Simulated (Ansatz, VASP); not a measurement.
# One calculation of Hf, two programs

```xyz
5
Lattice="3.1180 0.0000 0.0000 -1.5590 2.7003 0.0000 0.0000 0.0000 25.8932" Properties=species:S:1:pos:R:3 pbc="T T T"
Hf    0.0000    0.0000    8.0000
Hf    0.0000    1.8002   10.4733
Hf    0.0000    0.0000   12.9466
Hf    0.0000    1.8002   15.4199
Hf    0.0000    0.0000   17.8932
```

Alike in both runs: task single point; functional LDA; k mesh 12 × 12 × 1; occupations fermi-dirac, width 0.08 eV; no spin polarisation.

|  | VASP | Ansatz |
| --- | --- | --- |
| version | VASP 6.6.1 | Ansatz 0.2.0 |
| potentials or method | VASP PAW LDA potentials, release 64 (Hf_pv) | PAW with Ansatz's default frozen-core files, scalar-relativistic |
| plane-wave cutoff (eV) | 400 | 420 |
| valence electrons in the cell | 50 | 130 |

VASP gave:

```
rms of the force components (eV/Å) : 0.387
```

**Question.** What did Ansatz give for the same quantities?

**Answer.** rms of the force components (eV/Å): 0.382.

LDA's correlation is that of Perdew and Zunger in VASP and of Perdew and Wang (1992) in Ansatz. Atom by atom the forces differ by 0.006 eV/Å (rms over components). VASP's potentials hold 50 valence electrons a cell and Ansatz's 130, so a difference there can come from the potentials and not from the codes.

Spin-orbit coupling is off throughout.
